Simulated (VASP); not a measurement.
Set up this calculation in VASP 6.6.1, as the native input.

* Task: single point
* Functional: r2SCAN
* Potentials or basis: VASP PAW PBE potentials, release 64 (Cd, Se)
* Cutoff: 520 eV
* k mesh: 7 × 7 × 4
* Occupations: fermi-dirac, width 0.05 eV
* Spin: no spin polarisation
* Dipole correction: no
* Further INCAR settings: ALGO = Normal; EDIFF = 1e-06; NBANDS = 26

The system is CdSe (Cadmoselite).

```
Cd Se
1.0
     4.38434    0.00000    0.00000
    -2.19217    3.79695    0.00000
     0.00000    0.00000    7.15768
Cd Se
2 2
Direct
  0.66667 0.33333 0.50000
  0.33333 0.66667 0.00000
  0.66667 0.33333 0.88500
  0.33333 0.66667 0.38500
```

One way to write it, as run:

POSCAR

```
CdSe
1.0
    4.3843351364      0.0000000000      0.0000000000
   -2.1921675682      3.7969456069      0.0000000000
    0.0000000000      0.0000000000      7.1576820134
Cd Se
2 2
Direct
    0.6666666667      0.3333333333      0.5000000000
    0.3333333333      0.6666666667      0.0000000000
    0.6666666667      0.3333333333      0.8850000000
    0.3333333333      0.6666666667      0.3850000000
```

INCAR.step1

```
SYSTEM = CdSe
  PREC = Accurate
  ENCUT = 520
  ISMEAR = -1
  SIGMA = 0.05
  LREAL = .FALSE.
  LASPH = .TRUE.
  NELM = 80
  NBANDS = 26
  GGA = PE
  ALGO = Normal
  EDIFF = 1E-4
  LWAVE = .TRUE.
  LCHARG = .FALSE.
```

INCAR.step2

```
SYSTEM = CdSe
  PREC = Accurate
  ENCUT = 520
  EDIFF = 1E-6
  ISMEAR = -1
  SIGMA = 0.05
  LREAL = .FALSE.
  LASPH = .TRUE.
  NELM = 80
  ALGO = Normal
  ISIF = 2
  LWAVE = .FALSE.
  LCHARG = .FALSE.
  METAGGA = R2SCAN
  LMIXTAU = .TRUE.
  NBANDS = 26
  ISTART = 1
```

KPOINTS

```
regular mesh
0
G
  7 7 4
  0 0 0
```

Potentials or basis: VASP PAW PBE potentials, release 64 (Cd, Se).

Launch:

```bash
$ cat potpaw_PBE.64/Cd/POTCAR potpaw_PBE.64/Se/POTCAR > POTCAR
$ cp INCAR.step1 INCAR
$ mpirun -np 1 vasp_std > vasp.out
$ cp INCAR.step2 INCAR
$ mpirun -np 1 vasp_std > vasp.out
```

Results of the run:

* Pressure: -1.2 GPa
* Largest force: 0.228 eV/Å
* Band gap on the k mesh: 1.04 eV, direct

Caveat: the PAW data sets were made with another functional, which shifts forces and pressure a little.

Run time: 2.3 min on 1 thread of Intel(R) Xeon(R) Platinum 8559C (Emerald Rapids), on a shared host, peak memory 0.3 GiB.
